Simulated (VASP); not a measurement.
Nb3Sn:

```
Sn Nb
1.0
     5.28210    0.00000    0.00000
     0.00000    5.28210    0.00000
     0.00000    0.00000    5.38774
Sn Nb
2 6
Direct
  0.50000 0.50000 0.50000
  0.00000 0.00000 0.00000
  0.00000 0.50000 0.25000
  0.00000 0.50000 0.75000
  0.50000 0.25000 0.00000
  0.75000 0.00000 0.50000
  0.50000 0.75000 0.00000
  0.25000 0.00000 0.50000
```

```yaml
Program: VASP 6.6.1
Task: relaxation of the atoms
Functional: PBEsol
Potentials_or_basis: VASP PAW PBE potentials, release 64 (Sn_d, Nb_sv)
Cutoff: 520 eV
k_mesh: 4 × 4 × 4
Occupations: fermi-dirac, width 0.05 eV
Spin: no spin polarisation
```

At the start: pressure -5.9 GPa; volume 18.79 Å³/atom.

Task: Where does the relaxation end?

Result: Over 5 steps the energy falls by 3.1 meV/atom; space group P4_2/mmc (No. 131, to 0.1 Å) before and after.

Step by step:
```csv
step,energy change (eV),largest force (eV/Å),pressure (GPa)
1,0.0000,0.2428,-5.87
2,-0.0116,0.2196,-5.87
3,-0.0214,0.1439,-5.79
4,-0.0244,0.0530,-5.83
5,-0.0250,0.0031,-5.83
```

Final structure:
```
Sn Nb
1.0
     5.28210    0.00000    0.00000
     0.00000    5.28210    0.00000
     0.00000    0.00000    5.38774
Sn Nb
2 6
Direct
  0.50000 0.50000 0.50000
  0.00000 0.00000 0.00000
  0.00000 0.50000 0.25000
  0.00000 0.50000 0.75000
  0.50000 0.25695 0.00000
  0.75695 0.00000 0.50000
  0.50000 0.74305 0.00000
  0.24305 0.00000 0.50000
```

Caveat: the PAW data sets were made with another functional, which shifts forces and pressure a little.
